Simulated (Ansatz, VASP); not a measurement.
**Two plane-wave programs on Zr2Si2C**

INCAR

```
PREC = Accurate
ENCUT = 520
EDIFF = 1E-6
ISMEAR = 0
SIGMA = 0.1
LREAL = False
LASPH = True
NELM = 80
ALGO = Fast
ISIF = 2
LWAVE = False
LCHARG = False
GGA = PE
NBANDS = 26
```

KPOINTS

```
Automatic mesh
0
Gamma
  4 6 4
```

File POSCAR:

```
Zr2Si2C
1.0
    4.5332251423      0.0000000000      0.0000000000
    0.0000000000      3.1830260542      0.0000000000
   -1.0770826939      0.0000000000      5.3870889844
Zr Si C
2 2 1
Direct
    0.0789473108      0.5000000000      0.2266034491
    0.4663989302      0.0000000000      0.7545867519
    0.9595616222      0.5000000000      0.7277228990
    0.5738833207      0.0000000000      0.2645375703
    0.9212088161      0.0000000000      0.5265493298
```

Input for Ansatz:

```yaml
crystal:
  lattice:
    - [4.5332251423, 0.0, 0.0]
    - [0.0, 3.1830260542, 0.0]
    - [-1.0770826939, 0.0, 5.3870889844]
  atoms:
    - { symbol: Zr, position: [0.0789473108, 0.5, 0.2266034491] }
    - { symbol: Zr, position: [0.4663989302, 0.0, 0.7545867519] }
    - { symbol: Si, position: [0.9595616222, 0.5, 0.727722899] }
    - { symbol: Si, position: [0.5738833207, 0.0, 0.2645375703] }
    - { symbol: C, position: [0.9212088161, 0.0, 0.5265493298] }
basis:
  ecutwfc: 420
kpoints:
  mp_grid: { grid: [4, 6, 4] }
hamiltonian:
  xc: pbe
scf:
  occupations: { method: gaussian, width: 0.1 }
  lower_state_search: "off"
output:
  forces: true
  stress: true
  eigenvalues: true
```

Change from the starting cell: the structure that the rattled cell fell into.

Alike in both runs: task single point; functional PBE; k mesh 4 × 6 × 4; occupations gaussian, width 0.1 eV; no spin polarisation.

```csv
,VASP,Ansatz
version,VASP 6.6.1,Ansatz 0.2.0
potentials or method,"VASP PAW PBE potentials, release 64 (Zr_sv, Si, C), cutoff 520 eV","scalar-relativistic, plane waves, PAW"
valence electrons in the cell,36,36
```

|  | VASP | Ansatz | Ansatz less VASP |
| --- | --- | --- | --- |
| gap on the k mesh at the Fermi level (eV) | none | none | - |
| pressure (GPa) | 0.0 | -0.1 | -0.05 |
| traceless stress, the component that is largest in VASP (GPa) | 0.13 | 0.14 | +0.009 |
| rms of the force components (eV/Å) | 0.032 | 0.032 | -0.0002 |

Atom by atom the forces differ by 0.003 eV/Å (rms over components). A gap of «none» marks a metal or a gap that the smearing closes. The functional is the same, so the differences come from potentials, cutoffs and numerics.
